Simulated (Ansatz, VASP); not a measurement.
**Two plane-wave programs on Se**

File INCAR:

```
ALGO = Normal ; EDIFF = 1E-7
EDIFFG = -0.01 ; ENCUT = 600
GGA = PE ; IBRION = 2
ISIF = 3 ; ISMEAR = 0
IVDW = 12 ; LASPH = T
LCHARG = F ; LREAL = F
LWAVE = F ; NELM = 80
NSW = 100 ; PREC = Accurate
SIGMA = 0.1
```

The input KPOINTS:

```
k-points
0
Gamma
  18 18 14
```

The input POSCAR:

```
Se
1.0
    3.5196919393      0.0000000000      0.0000000000
   -1.7598459696      3.0481426329      0.0000000000
    0.0000000000      0.0000000000      3.8910133626
Se
2
Direct
    0.6666666667      0.3333333333      0.2500000000
    0.3333333333      0.6666666667      0.7500000000
```

Input for Ansatz:

```yaml
crystal:
  lattice:
    - [3.5196919393, 0.0, 0.0]
    - [-1.7598459696, 3.0481426329, 0.0]
    - [0.0, 0.0, 3.8910133626]
  atoms:
    - { symbol: Se, position: [0.6666666667, 0.3333333333, 0.25] }
    - { symbol: Se, position: [0.3333333333, 0.6666666667, 0.75] }
basis:
  ecutwfc: 420
kpoints:
  mp_grid: { grid: [18, 18, 14] }
hamiltonian:
  xc: pbe
  dispersion: d3bj
scf:
  occupations: { method: gaussian, width: 0.1 }
output:
  forces: true
  stress: true
  eigenvalues: true
  write_density: true
  write_potential: true
  elf: true
  volumetric_format: npy
relax:
  adjacent_minimum: "off"
  f_tol: 0.01
  max_steps: 80
  cell: { stress_tol: 0.05 }
```

Alike in both runs: task relaxation of cell and atoms; functional PBE; dispersion D3(BJ); k mesh 18 × 18 × 14; occupations gaussian, width 0.1 eV; no spin polarisation.

|  | VASP | Ansatz |
| --- | --- | --- |
| version | VASP 6.6.1 | Ansatz 0.2.0 |
| potentials or method | VASP PAW PBE potentials, release 64 (Se), cutoff 600 eV | scalar-relativistic, plane waves, PAW |
| valence electrons in the cell | 12 | 32 |

Ansatz gave:

```
gap on the k mesh at the Fermi level, each at its own relaxed structure (eV) : none
relaxed volume (Å³/atom)                                                     : 21.28
relaxed cell length with the largest relative difference (Å)                 : 3.812
```

Problem. What did VASP give for the same quantities?

Solution. gap on the k mesh at the Fermi level, each at its own relaxed structure (eV): none; relaxed volume (Å³/atom): 21.29; relaxed cell length with the largest relative difference (Å): 3.815.

A gap of «none» marks a metal or a gap that the smearing closes. VASP's potentials hold 12 valence electrons a cell and Ansatz's 32, so a difference there can come from the potentials and not from the codes.
